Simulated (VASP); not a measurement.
# AlN (wurtzite type) (P6_3mc) in VASP: relaxation of cell and atoms with PBE

Aim: the relaxation of cell and atoms of AlN (wurtzite type) with PBE.

Everything below comes from runs of VASP 6.6.1. Logs are shortened: lines on timing, memory, paths and dates and some standing lists are left out, and cuts for length are marked.

### 1 The cell of the first run

The structure is hexagonal, space group P6_3mc (No. 186). The conventional cell has a = 3.061 Å, b = 3.061 Å, c = 4.989 Å, α = 90.00°, β = 90.00°, γ = 120.00°. Within 2.5 Å of Al (site symmetry 3m) lie 4 N at 1.87 to 1.88 Å. N (site symmetry 3m) has 4 Al at 1.87 to 1.88 Å within 2.5 Å.

### 2 Relaxation of cell and atoms, PBE, target pressure 0.00054 GPa, at which the enthalpy is minimised

The input, INCAR:

```
PREC = Accurate
ENCUT = 600
EDIFF = 1E-6
ISMEAR = -1
SIGMA = 0.08
LREAL = F
LASPH = T
NELM = 100
ALGO = Normal
ISIF = 3
LWAVE = F
LCHARG = F
GGA = PE
IBRION = 2
NSW = 60
EDIFFG = -0.005
PSTRESS = 0.0054
```

The input, KPOINTS:

```
regular mesh
0
Gamma
  12 12 7
```

The input, POSCAR:

```
AlN
1.0
    3.0605410766      0.0000000000      0.0000000000
   -1.5302705383      2.6505063217      0.0000000000
    0.0000000000      0.0000000000      4.9886819549
Al N
2 2
Direct
    0.3333333333      0.6666666667      0.0000000000
    0.6666666667      0.3333333333      0.5000000000
    0.3333333333      0.6666666667      0.3760000000
    0.6666666667      0.3333333333      0.8760000000
```

Potentials or basis: VASP PAW PBE potentials, release 64 (Al, N).

Started as:

```
> cat potpaw_PBE.64/Al/POTCAR potpaw_PBE.64/N/POTCAR > POTCAR
> mpirun -np 1 vasp_std > vasp.out
```

OUTCAR:

```text
PREC = Accurate
   ENCUT = 600
   EDIFF = 1E-6
   ISMEAR = -1
   LREAL = F
   LASPH = T
   NELM = 100
   ISIF = 3
   GGA = PE
   IBRION = 2
   NSW = 60
   EDIFFG = -0.005
   PSTRESS = 0.0054

 ion  position               nearest neighbor table
   1  0.333  0.667  0.000-   4 1.87   4 1.87   4 1.87   3 1.88   2 3.06   2 3.06   2 3.06   2 3.06
                             2 3.06   2 3.06
   2  0.667  0.333  0.500-   3 1.87   3 1.87   3 1.87   4 1.88   1 3.06   1 3.06   1 3.06   1 3.06
                             1 3.06   1 3.06
   3  0.333  0.667  0.376-   2 1.87   2 1.87   2 1.87   1 1.88
   4  0.667  0.333  0.876-   1 1.87   1 1.87   1 1.87   2 1.88

  LATTYP: Found a hexagonal cell.
 ALAT       =     3.0605410766
 C/A-ratio  =     1.6300000000

  Lattice vectors:

 A1 = (   3.0605410766,   0.0000000000,   0.0000000000)
 A2 = (  -1.5302705383,   2.6505063217,   0.0000000000)
 A3 = (   0.0000000000,   0.0000000000,   4.9886819549)

Analysis of symmetry for initial positions (statically):
=====================================================================
 Subroutine PRICEL returns:
 Original cell was already a primitive cell.

 Routine SETGRP: Setting up the symmetry group for a
 hexagonal supercell.

 Subroutine GETGRP returns: Found 12 space group operations
 (whereof  6 operations were pure point group operations)
 out of a pool of 24 trial point group operations.

The static configuration has the point symmetry C_3v.
 The point group associated with its full space group is C_6v.

Analysis of symmetry for dynamics (positions and initial velocities):
=====================================================================
 Subroutine PRICEL returns:
 Original cell was already a primitive cell.

 Routine SETGRP: Setting up the symmetry group for a
 hexagonal supercell.

 Subroutine GETGRP returns: Found 12 space group operations
 (whereof  6 operations were pure point group operations)
 out of a pool of 24 trial point group operations.

The dynamic configuration has the point symmetry C_3v.
 The point group associated with its full space group is C_6v.

 Subroutine INISYM returns: Found 12 space group operations
 (whereof  6 operations are pure point group operations),
 and found     1 'primitive' translations

----------------------------------------------------------------------------------------

                                     Primitive cell

  volume of cell :      40.4681

  direct lattice vectors                    reciprocal lattice vectors
     3.060541077  0.000000000  0.000000000     0.326739611  0.188643202  0.000000000
    -1.530270538  2.650506322  0.000000000     0.000000000  0.377286404  0.000000000
     0.000000000  0.000000000  4.988681955     0.000000000  0.000000000  0.200453749

  length of vectors
     3.060541077  3.060541077  4.988681955     0.377286404  0.377286404  0.200453749

  position of ions in fractional coordinates (direct lattice)
     0.333333333  0.666666667  0.000000000
     0.666666667  0.333333333  0.500000000
     0.333333333  0.666666667  0.376000000
     0.666666667  0.333333333  0.876000000

  ion indices of the primitive-cell ions
   primitive index   ion index
                 1           1
                 2           2
                 3           3
                 4           4

----------------------------------------------------------------------------------------

 KPOINTS: regular mesh

Automatic generation of k-mesh.
 Grid dimensions read from file:
 generate k-points for:   12   12    7

 Generating k-lattice:

  Cartesian coordinates                     Fractional coordinates (reciprocal lattice)
     0.027228301  0.015720267  0.000000000     0.083333333  0.000000000  0.000000000
     0.000000000  0.031440534  0.000000000     0.000000000  0.083333333  0.000000000
     0.000000000  0.000000000  0.028636250     0.000000000  0.000000000  0.142857143

  Length of vectors
     0.031440534  0.031440534  0.028636250

  Shift w.r.t. Gamma in fractional coordinates (k-lattice)
     0.000000000  0.000000000  0.000000000

 Subroutine IBZKPT returns following result:
 ===========================================

 Found     76 irreducible k-points:

 Following reciprocal coordinates:
            Coordinates               Weight
  0.000000  0.000000  0.000000      1.000000
  0.083333  0.000000  0.000000      6.000000
  0.166667 -0.000000  0.000000      6.000000
  0.250000 -0.000000  0.000000      6.000000
  0.333333 -0.000000  0.000000      6.000000
  0.416667 -0.000000  0.000000      6.000000
[... 16 lines left out ...]
  0.250000 -0.000000  0.142857     12.000000
  0.333333 -0.000000  0.142857     12.000000
 [... further k-points ...]
   k-points           NKPTS =     76   k-points in BZ     NKDIM =     76   number of bands    NBANDS=     12
   number of dos      NEDOS =    301   number of ions     NIONS =      4
   total plane-waves  NPLWV =  23040
   dimension x,y,z NGX =    24 NGY =   24 NGZ =   40
   dimension x,y,z NGXF=    48 NGYF=   48 NGZF=   80
   ions per type =               2   2
   NGX,Y,Z   is equivalent  to a cutoff of  13.04, 13.04, 13.33 a.u.
   NGXF,Y,Z  is equivalent  to a cutoff of  26.07, 26.07, 26.66 a.u.
 SYSTEM =  unknown system
   PREC   = accura    normal or accurate (medium, high low for compatibility)
   ISTART =      0    job   : 0-new  1-cont  2-samecut
   ICHARG =      2    charge: 1-file 2-atom 10-const
   ISPIN  =      1    spin polarized calculation?
   LNONCOLLINEAR =      F non collinear calculations
   LSORBIT =      F    spin-orbit coupling
   LASPH  =      T    aspherical Exc in radial PAW
   ENCUT  =  600.0 eV  44.10 Ry    6.64 a.u.   6.11  6.11  9.96*2*pi/ulx,y,z
   NELM   =    100;   NELMIN=  2; NELMDL= -5     # of ELM steps
   EDIFF  = 0.1E-05   stopping-criterion for ELM
   LREAL  =      F    real-space projection
   EDIFFG = -.5E-02   stopping-criterion for IOM
   NSW    =     60    number of steps for IOM
   IBRION =      2    ionic relax: 0-MD 1-quasi-New 2-CG
   NFREE  =      1    steps in history (QN), initial steepest desc. (CG)
   ISIF   =      3    stress and relaxation
   ISYM   =      2    0-nonsym 1-usesym 2-fastsym
   POTIM  = 0.5000    time-step for ionic-motion
   TEBEG  =    0.0;   TEEND  =   0.0 temperature during run
   PSTRESS=    0.0 pullay stress
   NELECT =      16.0000    total number of electrons
   NUPDOWN=      -1.0000    fix difference up-down
   EMIN   =  10.00;   EMAX   =-10.00  energy-range for DOS
   EFERMI =   0.00;   METHOD = LEGACY
   ISMEAR =    -1;   SIGMA  =   0.08  broadening in eV -4-tet -1-fermi 0-gaus
   EFERMI_NEDOS =   21; number of points for ismear=-14 and -15
   IALGO  =     38    algorithm
   IMIX   =      4    mixing-type and parameters
     AMIX     =   0.40;   BMIX     =  1.00
     AMIX_MAG =   1.60;   BMIX_MAG =  1.00
  volume/ion in A,a.u.               =      10.12        68.27
  Fermi-wavevector in a.u.,A,eV,Ry     =   1.201556  2.270611 19.643218  1.443736
  Thomas-Fermi vector in A             =   2.337361
   LORBIT       =      0    0 simple, 1 ext, 2 COOP (PROOUT), +10 PAW based schemes
   GGA     = PE    functional components
   LHFCALC =     F    Hartree Fock is set to
   AEXX    =    0.0000 exact exchange contribution
   IVDW    =     0    specifies the selected vdW correction
   LEPSILON=     F    determine dielectric tensor
   LRPA    =     F    only Hartree local field effects (RPA)
 conjugate gradient relaxation of ions
 non-spin polarized calculation
  energy-cutoff  :      600.00
  volume of cell :       40.47
 maximum number of plane-waves:      1371
   NGX = 13   NGY = 13   NGZ = 19

--------------------------------------- Ionic step        1  -------------------------------------------

 number of electron      16.0000000 magnetization

 Free energy of the ion-electron system (eV)
  ---------------------------------------------------
  ext. energy  EPLUGINS =         0.00000000
  ---------------------------------------------------
  free energy    TOTEN  =       -29.70563061 eV

  energy without entropy =      -29.70563061  energy(sigma->0) =      -29.70563061

------------------------ aborting loop because EDIFF is reached ----------------------------------------

  FORCE on cell =-STRESS in cart. coord.  units (eV):
  Direction    XX          YY          ZZ          XY          YZ          ZX
  --------------------------------------------------------------------------------------
  -------------------------------------------------------------------------------------
  Total        3.0207156      3.0207156      2.0840146      0.0000000      0.0000000     -0.0000000
  in kB      119.5934911    119.5934911     82.5084564      0.0000000      0.0000000     -0.0000000
  external PRESSURE =     107.2264129 kB  Pullay stress =       0.0054000 kB
[... 305 lines left out ...]
  enthalpy is  TOTEN    =       -29.7809191703 eV   P V=        0.0001432078

--------------------------------------- Ionic step        9  -------------------------------------------

 number of electron      15.9999998 magnetization

 Free energy of the ion-electron system (eV)
  ---------------------------------------------------
  ext. energy  EPLUGINS =         0.00000000
  ---------------------------------------------------
  free energy    TOTEN  =       -29.78106405 eV

  energy without entropy =      -29.78106405  energy(sigma->0) =      -29.78106405

 E-fermi :   7.6021     XC(G=0): -10.8356

 val. band max:        5.9849959459   @ k =   0.0000   0.0000   0.0000
 cond. band min:      10.0436856518   @ k =   0.0000   0.0000   0.0000
 fundamental gap:      4.0586897060
 Fermi energy:         7.6020887777

 k-point     1 :       0.0000    0.0000    0.0000
  band No.  band energies     occupation
      1      -9.0967      2.00000
      2      -7.0074      2.00000
      3       0.0693      2.00000
      4       5.1359      2.00000
      5       5.1359      2.00000
      6       5.7794      2.00000
      7       5.7794      2.00000
      8       5.9850      2.00000
      9      10.0437      0.00000
     10      12.5072      0.00000
     11      16.4567      0.00000
     12      17.0224      0.00000
[... 331 lines left out ...]
 k-point    24 :       0.3333   -0.0000    0.1429
  band No.  band energies     occupation
      1      -7.8229      2.00000
      2      -6.5784      2.00000
      3       1.1771      2.00000
      4       2.0584      2.00000
      5       2.6489      2.00000
      6       4.2210      2.00000
      7       5.1922      2.00000
      8       5.3626      2.00000
      9      11.8455      0.00000
     10      12.5908      0.00000
     11      14.2414      0.00000
     12      16.0557      0.00000

 [... further k-points ...]

------------------------ aborting loop because EDIFF is reached ----------------------------------------

  FORCE on cell =-STRESS in cart. coord.  units (eV):
  Direction    XX          YY          ZZ          XY          YZ          ZX
  --------------------------------------------------------------------------------------
  -------------------------------------------------------------------------------------
  Total        0.0057770      0.0057770      0.0068566      0.0000000      0.0000000      0.0000000
  in kB        0.2178001      0.2178001      0.2585044      0.0000000      0.0000000      0.0000000
  external PRESSURE =       0.2259682 kB  Pullay stress =       0.0054000 kB
[... 19 lines left out ...]
  FREE ENERGIE OF THE ION-ELECTRON SYSTEM (eV)
  ---------------------------------------------------
  free  energy   TOTEN  =       -29.7810640477 eV

  energy  without entropy=      -29.7810640476  energy(sigma->0) =      -29.78106405

  enthalpy is  TOTEN    =       -29.7809208169 eV   P V=        0.0001432307

 reached required accuracy - stopping structural energy minimisation
```

Wall time 4 min (1 thread of AMD EPYC 7R13, shared host); peak memory 0.16 GiB.

What came out:

```
Free energy                                                : -29.7811 eV
Relaxed volume                                             : 10.62 Å³/atom
Relaxed cell                                               : a = 3.128 Å, b = 3.128 Å, c = 5.014 Å, α = 90.00°, β = 90.00°, γ = 120.00°
Space group after relaxing (to 0.1 Å)                      : P6_3mc (No. 186)
Energy change on relaxing (the run minimises the enthalpy) : -18.9 meV/atom
Ionic steps                                                : 9
Pressure after relaxing                                    : 0.0 GPa
Largest force after relaxing                               : 0.004 eV/Å
Band gap on the k mesh                                     : 4.06 eV
```

Forces on the atoms (eV/Å):
```
Al   0.000  0.000  0.004
Al   0.000  0.000  0.004
N    0.000  0.000 -0.004
N    0.000  0.000 -0.004
```

Step by step:
| step | energy change (eV) | largest force (eV/Å) | pressure (GPa) | volume (Å³) |
| --- | --- | --- | --- | --- |
| 1 | 0.0000 | 0.1825 | 10.72 | 40.47 |
| 2 | -0.0192 | 0.0465 | -8.31 | 44.56 |
| 3 | -0.0716 | 0.1078 | -0.32 | 42.61 |
| 4 | -0.0746 | 0.0500 | -0.20 | 42.56 |
| 5 | -0.0754 | 0.0047 | -0.07 | 42.52 |
| 6 | -0.0754 | 0.0025 | -0.07 | 42.52 |
| 7 | -0.0754 | 0.0012 | -0.05 | 42.51 |
| 8 | -0.0754 | 0.0052 | 0.05 | 42.49 |
| 9 | -0.0754 | 0.0040 | 0.02 | 42.50 |

Final structure:
```
CELL_PARAMETERS angstrom
3.12831 0.00000 0.00000
-1.56416 2.70920 0.00000
0.00000 0.00000 5.01421
ATOMIC_POSITIONS crystal
Al 0.33333 0.66667 0.99718
Al 0.66667 0.33333 0.49718
N 0.33333 0.66667 0.37882
N 0.66667 0.33333 0.87882
```

Caveat: the cell is relaxed towards a set pressure, so the run minimises the enthalpy, not the energy; an odd mesh through Γ misses points on the zone boundary, where band edges can lie.
